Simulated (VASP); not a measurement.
AgCl:

```
CELL_PARAMETERS angstrom
3.45841 0.00000 0.00000
0.00000 3.45841 0.00000
0.00000 0.00000 3.39559
ATOMIC_POSITIONS crystal
Ag 0.00000 0.00000 0.00000
Cl 0.50000 0.50000 0.50000
```

This cell differs from its parent crystal: biaxial xy strain +1.9%.

Base run:

- Program: VASP 6.6.1
- Functional: r2SCAN
- Potentials or basis: VASP PAW PBE potentials, release 64 (Ag, Cl)
- Cutoff: 520 eV
- k mesh: 8 × 8 × 8
- Occupations: gaussian, width 0.01 eV
- Spin: no spin polarisation

Its results: band gap on the k mesh 1.14 eV, indirect (least direct gap 2.59 eV); pressure -2.0 GPa.

Task: The run is repeated on the same cell with these changes: functional from r2SCAN to HSE06; k mesh from 8 × 8 × 8 to 6 × 6 × 6. What comes out?

Result: Band gap on the k mesh 1.95 eV, indirect (least direct gap 3.30 eV); pressure -0.7 GPa.

Several settings changed at once, so the effect can't be laid on one alone.

Caveats: the PAW data sets were made with another functional, which shifts forces and pressure a little.

A k mesh can miss the band edges.
